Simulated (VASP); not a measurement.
A run of VASP 6.6.1 is set up as follows.

The input INCAR:

```
SYSTEM = MnAl3
  PREC = Accurate
  ENCUT = 520
  EDIFF = 1E-6
  ISMEAR = 0
  SIGMA = 0.1
  LREAL = .False.
  LASPH = .True.
  NELM = 150
  ALGO = Normal
  ISIF = 2
  LWAVE = .False.
  LCHARG = .False.
  ISPIN = 2
  MAGMOM = 0 0 0 0 0 0 4 -4
  LORBIT = 11
  LMAXMIX = 4
  GGA = PE
  NBANDS = 36
```

File KPOINTS:

```
regular mesh
0
Gamma
  12 12 6
  0 0 0
```

Contents of POSCAR:

```
MnAl3
1.0
    0.0000000000      3.0393544795      3.0393544795
    3.0393544795      0.0000000000      3.0393544795
    6.0787089589      6.0787089589      0.0000000000
Al Mn
6 2
Direct
    0.2500000000      0.2500000000      0.1250000000
    0.7500000000      0.7500000000      0.3750000000
    0.5000000000      0.5000000000      0.2500000000
    0.2500000000      0.2500000000      0.6250000000
    0.7500000000      0.7500000000      0.8750000000
    0.5000000000      0.5000000000      0.7500000000
    0.0000000000      1.0000000000      0.0000000000
    0.0000000000      1.0000000000      0.5000000000
```

Potentials or basis: VASP PAW PBE potentials, release 64 (Al, Mn_pv).

The run is started by

```sh
$ cat potpaw_PBE.64/Al/POTCAR potpaw_PBE.64/Mn_pv/POTCAR > POTCAR
$ mpirun -np 1 vasp_std > vasp.out
```

(1) Predict the site moments.

(2) Predict the pressure.

## Answers

(1) Al -0.00, +0.00 (each value once); Mn +2.04, -2.04 μB.

(2) 2.2 GPa.

Caveat: the antiferromagnetic order is the one typed at the start, and another may lie lower.
